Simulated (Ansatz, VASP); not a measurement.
**AlN: VASP beside Ansatz**

Contents of INCAR:

```
PREC = Accurate
ENCUT = 600
EDIFF = 1E-7
ISMEAR = 0
SIGMA = 0.02
LREAL = F
LASPH = T
NELM = 80
ALGO = Normal
ISIF = 3
LWAVE = F
LCHARG = F
IBRION = 2
NSW = 100
EDIFFG = -0.005
```

File KPOINTS:

```
regular mesh
0
Gamma
  10 10 10
```

The input POSCAR:

```
AlN
1.0
    0.0000000000      2.1839935596      2.1839935596
    2.1839935596      0.0000000000      2.1839935596
    2.1839935596      2.1839935596      0.0000000000
Al N
1 1
Direct
    0.0000000000      0.0000000000      0.0000000000
    0.7500000000      0.7500000000      0.7500000000
```

Input for Ansatz:

```yaml
crystal:
  lattice:
    - [0.0, 2.1839935596, 2.1839935596]
    - [2.1839935596, 0.0, 2.1839935596]
    - [2.1839935596, 2.1839935596, 0.0]
  atoms:
    - { symbol: Al, position: [0.0, 0.0, 0.0] }
    - { symbol: "N", position: [0.75, 0.75, 0.75] }
basis:
  ecutwfc: 420
kpoints:
  mp_grid: { grid: [10, 10, 10] }
hamiltonian:
  xc: lda
scf:
  occupations: { method: gaussian, width: 0.02 }
output:
  forces: true
  stress: true
  eigenvalues: true
  write_density: true
  write_potential: true
  elf: true
  volumetric_format: npy
relax:
  adjacent_minimum: "off"
  f_tol: 0.005
  max_steps: 80
  cell: { stress_tol: 0.05 }
```

Alike in both runs: task relaxation of cell and atoms; functional LDA; k mesh 10 × 10 × 10; occupations gaussian, width 0.02 eV; no spin polarisation.

```csv
,VASP,Ansatz
version,VASP 6.6.1,Ansatz 0.2.0
potentials or method,"VASP PAW LDA potentials, release 64 (Al, N), cutoff 600 eV","scalar-relativistic, plane waves, PAW"
valence electrons in the cell,8,8
```

```csv
,VASP,Ansatz,Ansatz less VASP
"gap on the k mesh at the Fermi level, each at its own relaxed structure (eV)",3.23,3.25,+0.022
relaxed volume (Å³/atom),10.26,10.23,-0.026
relaxed cell length with the largest relative difference (Å),3.073,3.070,-0.0026
```

LDA's correlation is that of Perdew and Zunger in VASP and of Perdew and Wang (1992) in Ansatz.
